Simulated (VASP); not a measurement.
# Ca (I4/mmm) in VASP: further runs

Ca is run at these levels: PBEsol; tasks: single point.

All numbers are computed with VASP 6.6.1; they aren't measurements. Logs are shortened: lines on timing, memory, paths and dates and some standing lists are left out, and cuts for length are marked.

### 1 The cell of the first run

The structure is tetragonal, space group I4/mmm (No. 139). The conventional cell has a = 3.952 Å, b = 3.952 Å, c = 6.077 Å, α = 90.00°, β = 90.00°, γ = 90.00°. Within 5.2 Å of Ca (site symmetry 4/mmm) lie 12 Ca at 3.95 to 4.13 Å.

### 2 Single point, PBEsol (strain +0.0875 x Voigt [1, 0, 0, 0, 0, 0])

INCAR

```
ALGO = Normal
EDIFF = 1E-7
ENCUT = 520
GGA = PS
ISIF = 2
ISMEAR = 0
LASPH = T
LCHARG = F
LREAL = F
LWAVE = F
NBANDS = 11
NELM = 80
PREC = Accurate
SIGMA = 0.15
```

KPOINTS

```
k-points
0
Gamma
  14 14 14
```

POSCAR

```
Ca
1.0
    0.0000000000      2.7942000000      2.7942000000
    3.0386925000      0.0000000000      2.7942000000
    3.0386925000      2.7942000000      0.0000000000
Ca
1
Direct
    0.0000000000      0.0000000000      0.0000000000
```

Potentials or basis: VASP PAW PBE potentials, release 64 (Ca_sv).

Command:

```bash
cat potpaw_PBE.64/Ca_sv/POTCAR > POTCAR
mpirun -np 1 vasp_std > vasp.out
```

OUTCAR:

```text
EDIFF = 1E-7
   ENCUT = 520
   GGA = PS
   ISIF = 2
   ISMEAR = 0
   LASPH = T
   LREAL = F
   NELM = 80
   PREC = Accurate

 ion  position               nearest neighbor table
   1  0.000  0.000  0.000-

  LATTYP: Found a body centered tetragonal cell.
 ALAT       =     3.9515955360
 C/A-ratio  =     1.5379572491

  Lattice vectors:

 A1 = (   3.0386925000,   0.0000000000,   2.7942000000)
 A2 = (   3.0386925000,   0.0000000000,  -2.7942000000)
 A3 = (  -3.0386925000,   2.7942000000,   0.0000000000)

Analysis of symmetry for initial positions (statically):
=====================================================================
 Subroutine PRICEL returns:
 Original cell was already a primitive cell.

 Routine SETGRP: Setting up the symmetry group for a
 body centered tetragonal supercell.

 Subroutine GETGRP returns: Found 16 space group operations
 (whereof 16 operations were pure point group operations)
 out of a pool of 16 trial point group operations.

The static configuration has the point symmetry D_4h.

Analysis of symmetry for dynamics (positions and initial velocities):
=====================================================================
 Subroutine PRICEL returns:
 Original cell was already a primitive cell.

 Routine SETGRP: Setting up the symmetry group for a
 body centered tetragonal supercell.

 Subroutine GETGRP returns: Found 16 space group operations
 (whereof 16 operations were pure point group operations)
 out of a pool of 16 trial point group operations.

The dynamic configuration has the point symmetry D_4h.

 Subroutine INISYM returns: Found 16 space group operations
 (whereof 16 operations are pure point group operations),
 and found     1 'primitive' translations

----------------------------------------------------------------------------------------

                                     Primitive cell

  volume of cell :      47.4495

  direct lattice vectors                    reciprocal lattice vectors
     0.000000000  2.794200000  2.794200000    -0.164544455  0.178942094  0.178942094
     3.038692500  0.000000000  2.794200000     0.164544455 -0.178942094  0.178942094
     3.038692500  2.794200000  0.000000000     0.164544455  0.178942094 -0.178942094

  length of vectors
     3.951595536  4.128099532  4.128099532     0.301853315  0.301853315  0.301853315

  position of ions in fractional coordinates (direct lattice)
     0.000000000  0.000000000  0.000000000

  ion indices of the primitive-cell ions
   primitive index   ion index
                 1           1

----------------------------------------------------------------------------------------

 KPOINTS: k-points

Automatic generation of k-mesh.
 Grid dimensions read from file:
 generate k-points for:   14   14   14

 Generating k-lattice:

  Cartesian coordinates                     Fractional coordinates (reciprocal lattice)
    -0.011753175  0.012781578  0.012781578     0.071428571  0.000000000  0.000000000
     0.011753175 -0.012781578  0.012781578     0.000000000  0.071428571  0.000000000
     0.011753175  0.012781578 -0.012781578     0.000000000  0.000000000  0.071428571

  Length of vectors
     0.021560951  0.021560951  0.021560951

  Shift w.r.t. Gamma in fractional coordinates (k-lattice)
     0.000000000  0.000000000  0.000000000

 Subroutine IBZKPT returns following result:
 ===========================================

 Found    244 irreducible k-points:

 Following reciprocal coordinates:
            Coordinates               Weight
  0.000000  0.000000  0.000000      1.000000
  0.071429 -0.000000 -0.000000      8.000000
  0.142857 -0.000000 -0.000000      8.000000
  0.214286 -0.000000 -0.000000      8.000000
  0.285714 -0.000000 -0.000000      8.000000
  0.357143 -0.000000 -0.000000      8.000000
[... 16 lines left out ...]
  0.214286  0.142857 -0.000000     16.000000
  0.285714  0.142857 -0.000000     16.000000
 [... further k-points ...]
   k-points           NKPTS =    244   k-points in BZ     NKDIM =    244   number of bands    NBANDS=     11
   number of dos      NEDOS =    301   number of ions     NIONS =      1
   total plane-waves  NPLWV =  30720
   dimension x,y,z NGX =    30 NGY =   32 NGZ =   32
   dimension x,y,z NGXF=    60 NGYF=   64 NGZF=   64
   ions per type =               1
   NGX,Y,Z   is equivalent  to a cutoff of  12.62, 12.89, 12.89 a.u.
   NGXF,Y,Z  is equivalent  to a cutoff of  25.24, 25.77, 25.77 a.u.
 SYSTEM =  unknown system
   PREC   = accura    normal or accurate (medium, high low for compatibility)
   ISTART =      0    job   : 0-new  1-cont  2-samecut
   ICHARG =      2    charge: 1-file 2-atom 10-const
   ISPIN  =      1    spin polarized calculation?
   LNONCOLLINEAR =      F non collinear calculations
   LSORBIT =      F    spin-orbit coupling
   LASPH  =      T    aspherical Exc in radial PAW
   ENCUT  =  520.0 eV  38.22 Ry    6.18 a.u.   7.35  7.68  7.68*2*pi/ulx,y,z
   NELM   =     80;   NELMIN=  2; NELMDL= -5     # of ELM steps
   EDIFF  = 0.1E-06   stopping-criterion for ELM
   LREAL  =      F    real-space projection
   EDIFFG = 0.1E-05   stopping-criterion for IOM
   NSW    =      0    number of steps for IOM
   IBRION =     -1    ionic relax: 0-MD 1-quasi-New 2-CG
   NFREE  =      0    steps in history (QN), initial steepest desc. (CG)
   ISIF   =      2    stress and relaxation
   ISYM   =      2    0-nonsym 1-usesym 2-fastsym
   POTIM  = 0.5000    time-step for ionic-motion
   TEBEG  =    0.0;   TEEND  =   0.0 temperature during run
   PSTRESS=    0.0 pullay stress
   NELECT =      10.0000    total number of electrons
   NUPDOWN=      -1.0000    fix difference up-down
   EMIN   =  10.00;   EMAX   =-10.00  energy-range for DOS
   EFERMI =   0.00;   METHOD = LEGACY
   ISMEAR =     0;   SIGMA  =   0.15  broadening in eV -4-tet -1-fermi 0-gaus
   EFERMI_NEDOS =   21; number of points for ismear=-14 and -15
   IALGO  =     38    algorithm
   IMIX   =      4    mixing-type and parameters
     AMIX     =   0.40;   BMIX     =  1.00
     AMIX_MAG =   1.60;   BMIX_MAG =  1.00
  volume/ion in A,a.u.               =      47.45       320.21
  Fermi-wavevector in a.u.,A,eV,Ry     =   0.974236  1.841039 12.913781  0.949136
  Thomas-Fermi vector in A             =   2.104680
   LORBIT       =      0    0 simple, 1 ext, 2 COOP (PROOUT), +10 PAW based schemes
   GGA     = PS    functional components
   LHFCALC =     F    Hartree Fock is set to
   AEXX    =    0.0000 exact exchange contribution
   IVDW    =     0    specifies the selected vdW correction
   LEPSILON=     F    determine dielectric tensor
   LRPA    =     F    only Hartree local field effects (RPA)
 non-spin polarized calculation
 Gauss-broadening in eV      SIGMA  =   0.15
  energy-cutoff  :      520.00
  volume of cell :       47.45
 maximum number of plane-waves:      1307
 NGX is ok and might be reduce to    30
   NGX = 15   NGY = 15   NGZ = 15

 number of electron      10.0000000 magnetization

 Free energy of the ion-electron system (eV)
  ---------------------------------------------------
  ext. energy  EPLUGINS =         0.00000000
  ---------------------------------------------------
  free energy    TOTEN  =        -2.08462781 eV

  energy without entropy =       -2.06915326  energy(sigma->0) =       -2.07689054

 E-fermi :   1.4572     XC(G=0):  -7.4476

 val. band max:        1.4506865403   @ k =   0.5000  -0.3571   0.1429
 cond. band min:       1.4589246337   @ k =  -0.3571   0.3571   0.0714
 fundamental gap:      0.0082380934
 Fermi energy:         1.4572371407

 k-point     1 :       0.0000    0.0000    0.0000
  band No.  band energies     occupation
      1     -40.6687      2.00000
      2     -21.6732      2.00000
      3     -21.6687      2.00000
      4     -21.6687      2.00000
      5      -2.3661      2.00000
      6       3.3965      0.00000
      7       3.7563      0.00000
      8       3.7563      0.00000
      9       4.3025      0.00000
     10       4.7600      0.00000
     11      10.1482      0.00000

 k-point     2 :       0.0714   -0.0000   -0.0000
  band No.  band energies     occupation
      1     -40.6683      2.00000
      2     -21.6756      2.00000
      3     -21.6718      2.00000
      4     -21.6691      2.00000
      5      -2.2864      2.00000
      6       3.3910      0.00000
      7       3.7042      0.00000
      8       3.7869      0.00000
      9       4.2886      0.00000
     10       4.7267      0.00000
     11      10.2164      0.00000

 k-point     3 :       0.1429   -0.0000   -0.0000
  band No.  band energies     occupation
      1     -40.6672      2.00000
      2     -21.6875      2.00000
      3     -21.6753      2.00000
      4     -21.6701      2.00000
      5      -2.0507      2.00000
      6       3.2801      0.00000
      7       3.6335      0.00000
      8       3.8631      0.00000
      9       4.2863      0.00000
     10       4.6522      0.00000
     11       9.7707      0.00000

 k-point     4 :       0.2143   -0.0000   -0.0000
  band No.  band energies     occupation
      1     -40.6656      2.00000
      2     -21.7060      2.00000
      3     -21.6790      2.00000
      4     -21.6715      2.00000
      5      -1.6695      2.00000
      6       2.9884      0.00000
      7       3.5933      0.00000
      8       3.9273      0.00000
      9       4.3832      0.00000
     10       4.6138      0.00000
     11       8.6497      0.00000
[... 239 lines left out ...]
 k-point    22 :       0.1429    0.1429    0.0000
  band No.  band energies     occupation
      1     -40.6664      2.00000
      2     -21.6863      2.00000
      3     -21.6783      2.00000
      4     -21.6780      2.00000
      5      -1.9240      2.00000
      6       3.3391      0.00000
      7       3.5839      0.00000
      8       3.8599      0.00000
      9       4.2414      0.00000
     10       4.5763      0.00000
     11      10.5063      0.00000

 k-point    23 :       0.2143    0.1429   -0.0000
  band No.  band energies     occupation
      1     -40.6652      2.00000
      2     -21.6997      2.00000
      3     -21.6816      2.00000
      4     -21.6799      2.00000
      5      -1.6338      2.00000
      6       3.0987      0.00000
      7       3.6752      0.00000
      8       3.9106      0.00000
      9       4.1419      0.00000
     10       4.6147      0.00000
     11       9.5096      0.00000

 k-point    24 :       0.2857    0.1429   -0.0000
  band No.  band energies     occupation
      1     -40.6635      2.00000
      2     -21.7177      2.00000
      3     -21.6853      2.00000
      4     -21.6815      2.00000
      5      -1.2074      2.00000
      6       2.7868      0.00000
      7       3.6254      0.00000
      8       3.8645      0.00000
      9       4.2656      0.00000
     10       4.7519      0.00000
     11       8.3439      0.00000

 [... further k-points ...]

------------------------ aborting loop because EDIFF is reached ----------------------------------------

  FORCE on cell =-STRESS in cart. coord.  units (eV):
  Direction    XX          YY          ZZ          XY          YZ          ZX
  --------------------------------------------------------------------------------------
  -------------------------------------------------------------------------------------
  Total       -0.8113016     -0.5577936     -0.5577936      0.0000000      0.0000000      0.0000000
  in kB      -27.3943630    -18.8344254    -18.8344254      0.0000000      0.0000000      0.0000000
  external PRESSURE =     -21.6877379 kB  Pullay stress =       0.0000000 kB

 VOLUME and BASIS-vectors are now :
 -----------------------------------------------------------------------------
  energy-cutoff  :      520.00
  volume of cell :       47.45
      direct lattice vectors                 reciprocal lattice vectors
     0.000000000  2.794200000  2.794200000    -0.164544455  0.178942094  0.178942094
     3.038692500  0.000000000  2.794200000     0.164544455 -0.178942094  0.178942094
     3.038692500  2.794200000  0.000000000     0.164544455  0.178942094 -0.178942094

 POSITION                                       TOTAL-FORCE (eV/Angst)
 -----------------------------------------------------------------------------------
      0.00000      0.00000      0.00000         0.000000      0.000000      0.000000
 -----------------------------------------------------------------------------------
    total drift:                                0.000000      0.000000      0.000000

  FREE ENERGIE OF THE ION-ELECTRON SYSTEM (eV)
  ---------------------------------------------------
  free  energy   TOTEN  =        -2.0846278095 eV

  energy  without entropy=       -2.0691532622  energy(sigma->0) =       -2.07689054
```

Wall time 86 s (1 thread of Intel Xeon Platinum 8488C (Sapphire Rapids), shared host); peak memory 0.26 GiB.

What came out:

```
Free energy            : -2.0846 eV
Pressure               : -2.2 GPa
Band gap on the k mesh : zero (bands 5 and 6 overlap by 0.48 eV)
```

Caveat: the cell differs from its parent crystal (strain +0.0875 x Voigt [1, 0, 0, 0, 0, 0]); the PAW data sets were made with another functional, which shifts forces and pressure a little.

### 3 Single point, PBEsol (strain +0.1000 x Voigt [1, 0, 0, 0, 0, 0])

INCAR

```
SYSTEM = Ca
ALGO = Normal ; EDIFF = 1E-6
ENCUT = 520 ; GGA = PS
ISIF = 2 ; ISMEAR = 0
LASPH = .True. ; LCHARG = .False.
LREAL = .False. ; LWAVE = .False.
NBANDS = 11 ; NELM = 60
PREC = Accurate ; SIGMA = 0.15
```

KPOINTS

```
k-points
0
Gamma
  14 14 14
  0 0 0
```

POSCAR

```
Ca
1.0
    0.0000000000      2.7942000000      2.7942000000
    3.0736200000      0.0000000000      2.7942000000
    3.0736200000      2.7942000000      0.0000000000
Ca
1
Direct
    0.0000000000      0.0000000000      0.0000000000
```

Potentials or basis: VASP PAW PBE potentials, release 64 (Ca_sv).

Command:

```bash
cat potpaw_PBE.64/Ca_sv/POTCAR > POTCAR
mpirun -np 1 vasp_std > vasp.out
```

Wall time 64 s (1 thread of Intel Xeon Platinum 8488C (Sapphire Rapids), shared host); peak memory 0.27 GiB.

The run converged. Its results:

```
Free energy            : -2.0750 eV
Pressure               : -2.3 GPa
Band gap on the k mesh : zero (bands 5 and 6 overlap by 0.49 eV)
```

Stress tensor (GPa, compression positive):
```
-2.96  0.00  0.00
 0.00 -1.96  0.00
 0.00  0.00 -1.96
```

Levels at points of the mesh, in eV from the Fermi level:
```csv
k point,band 1,band 2,band 3,band 4,band 5,band 6,band 7,band 8,band 9,band 10
"(0.00, 0.00, 0.00)",-42.16,-23.16,-23.16,-23.16,-3.80,1.89,2.30,2.30,2.78,3.29
"(0.50, 0.00, 0.00)",-42.15,-23.25,-23.18,-23.16,-0.95,-0.22,1.83,2.28,3.57,3.71
"(0.50, 0.50, 0.00)",-42.14,-23.24,-23.21,-23.19,-0.25,0.59,1.05,3.57,3.63,3.97
"(0.00, 0.50, 0.50)",-42.15,-23.24,-23.18,-23.18,-0.59,0.26,0.72,3.68,3.79,3.79
```

Caveat: the cell differs from its parent crystal (strain +0.1000 x Voigt [1, 0, 0, 0, 0, 0]); the PAW data sets were made with another functional, which shifts forces and pressure a little.
